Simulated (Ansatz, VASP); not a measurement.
# Sr: VASP beside Ansatz

Contents of POSCAR:

```
Sr
1.0
    0.0000000000      3.0521104090      3.0521104090
    3.0521104090      0.0000000000      3.0521104090
    3.0521104090      3.0521104090      0.0000000000
Sr
1
Direct
    0.0000000000      0.0000000000      0.0000000000
```

File INCAR.step1:

```
PREC = Accurate ; ENCUT = 520
ISMEAR = 1 ; SIGMA = 0.6
LREAL = F ; LASPH = T
NELM = 100 ; NBANDS = 11
GGA = PE ; ALGO = Normal
EDIFF = 1E-4 ; LWAVE = T
LCHARG = F
```

INCAR.step2

```
PREC = Accurate ; ENCUT = 520
EDIFF = 1E-6 ; ISMEAR = 1
SIGMA = 0.6 ; LREAL = F
LASPH = T ; NELM = 100
ALGO = Normal ; ISIF = 2
LWAVE = F ; LCHARG = T
METAGGA = R2SCAN ; LMIXTAU = T
LELF = T ; LVHAR = T
NBANDS = 11 ; ISTART = 1
```

Contents of KPOINTS:

```
Automatic mesh
0
Gamma
  9 9 9
```

Input for Ansatz:

```yaml
crystal:
  lattice:
    - [0.0, 3.052110409, 3.052110409]
    - [3.052110409, 0.0, 3.052110409]
    - [3.052110409, 3.052110409, 0.0]
  atoms:
    - { symbol: Sr, position: [0.0, 0.0, 0.0] }
hamiltonian:
  xc: r2scan
  pseudopotentials:
    kind: paw
    azcp:
      Sr: "pseudopotentials/Sr.paw.azcp"
basis:
  ecutwfc: 500
  fft_grid_basis: typed
kpoints:
  mp_grid: { grid: [9, 9, 9], shift: [0, 0, 0] }
magnetization:
  spin_polarized: false
scf:
  occupations: { method: methfessel_paxton, width: 0.6 }
  lower_state_search: "off"
output:
  stress: true
```

Alike in both runs: task single point; functional r2SCAN; k mesh 9 × 9 × 9; occupations methfessel-paxton of order 1, width 0.6 eV; no spin polarisation.

|  | VASP | Ansatz |
| --- | --- | --- |
| version | VASP 6.6.1 | Ansatz 0.2.0 |
| potentials or method | VASP PAW PBE potentials, release 64 (Sr_sv), cutoff 520 eV | plane waves (500 eV) with PAW, scalar-relativistic |
| valence electrons in the cell | 10 | 10 |

|  | VASP | Ansatz | Ansatz less VASP |
| --- | --- | --- | --- |
| pressure (GPa) | 0.0 | 0.0 | -0.02 |

VASP's potentials were made for PBE, not for r2SCAN.
